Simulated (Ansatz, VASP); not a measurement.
**Hg in VASP and in Ansatz**

```xyz
4
Lattice="-3.1613 3.1613 3.2764 3.1613 -3.1613 3.2764 3.1613 3.1613 -3.2764" Properties=species:S:1:pos:R:3 pbc="T T T"
Hg    1.2915    4.7419    0.8191
Hg    1.8698   -1.5806    4.0955
Hg    1.5806    1.8698    2.4573
Hg    1.5806    1.2915   -0.8191
```

Alike in both runs: task single point; functional PBE; k mesh 8 × 8 × 8; occupations gaussian, width 0.05 eV; no spin polarisation.

|  | VASP | Ansatz |
| --- | --- | --- |
| version | VASP 6.6.1 | Ansatz 0.2.0 |
| potentials or method | VASP PAW PBE potentials, release 64 (Hg), cutoff 500 eV | scalar-relativistic, plane waves, PAW |
| valence electrons in the cell | 48 | 80 |

|  | VASP | Ansatz | Ansatz less VASP |
| --- | --- | --- | --- |
| gap on the k mesh at the Fermi level (eV) | none | none | - |
| pressure (GPa) | 0.3 | 0.2 | -0.07 |
| traceless stress, the component that is largest in VASP (GPa) | 0.40 | 0.38 | -0.026 |
| rms of the force components (eV/Å) | 0.014 | 0.011 | -0.0027 |

Atom by atom the forces differ by 0.003 eV/Å (rms over components). A gap of «none» marks a metal or a gap that the smearing closes. The functional is the same, so the differences come from potentials, cutoffs and numerics. VASP's potentials hold 48 valence electrons a cell and Ansatz's 80, so a difference there can come from the potentials and not from the codes.

Neither program's run includes spin-orbit coupling.
